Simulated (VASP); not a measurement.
Write the native input for VASP 6.6.1 that does the following.

| Quantity | Value |
| --- | --- |
| Task | relaxation of shape and atoms at fixed volume |
| Functional | PBE |
| Potentials or basis | VASP PAW PBE potentials, release 64 (Nb_sv) |
| Cutoff | 600 eV |
| k mesh | 16 × 16 × 9 |
| Occupations | fermi-dirac, width 0.05 eV |
| Spin | no spin polarisation |
| Dipole correction | no |
| Further INCAR settings | ALGO = Normal; EDIFF = 1e-07; IBRION = 2; EDIFFG = -0.005; NSW = 50; ISIF = 4 |

The structure of Nb lies in POSCAR:

```
Nb
1.0
    2.6176271962      0.0000000000      0.0000000000
   -1.3088135981      2.2669316495      0.0000000000
    0.0000000000      0.0000000000      4.7814097083
Nb
2
Direct
    0.3333333333      0.6666666667      0.2500000000
    0.6666666667      0.3333333333      0.7500000000
```

The input as run:

INCAR

```
PREC = Accurate ; ENCUT = 600
EDIFF = 1E-7 ; ISMEAR = -1
SIGMA = 0.05 ; LREAL = F
LASPH = T ; NELM = 80
ALGO = Normal ; ISIF = 4
LWAVE = F ; LCHARG = F
GGA = PE ; IBRION = 2
NSW = 50 ; EDIFFG = -0.005
```

KPOINTS

```
Automatic mesh
0
Gamma
  16 16 9
```

Potentials or basis: VASP PAW PBE potentials, release 64 (Nb_sv).

Launch:

```bash
$ cat potpaw_PBE.64/Nb_sv/POTCAR > POTCAR
$ mpirun -np 1 vasp_std > vasp.out
```

It gave:

```json
{
 "Energy gained by relaxing": "3.0 meV/atom",
 "Ionic steps": "3",
 "Pressure after relaxing": "72.5 GPa",
 "Band gap on the k mesh": "zero (band 13 reaches 17.54 eV, above the bottom of band 14 at 14.41 eV)"
}
```

It took 110 s on 1 thread of Intel Xeon 6975P-C, with other jobs on the host, peak memory 0.21 GiB.
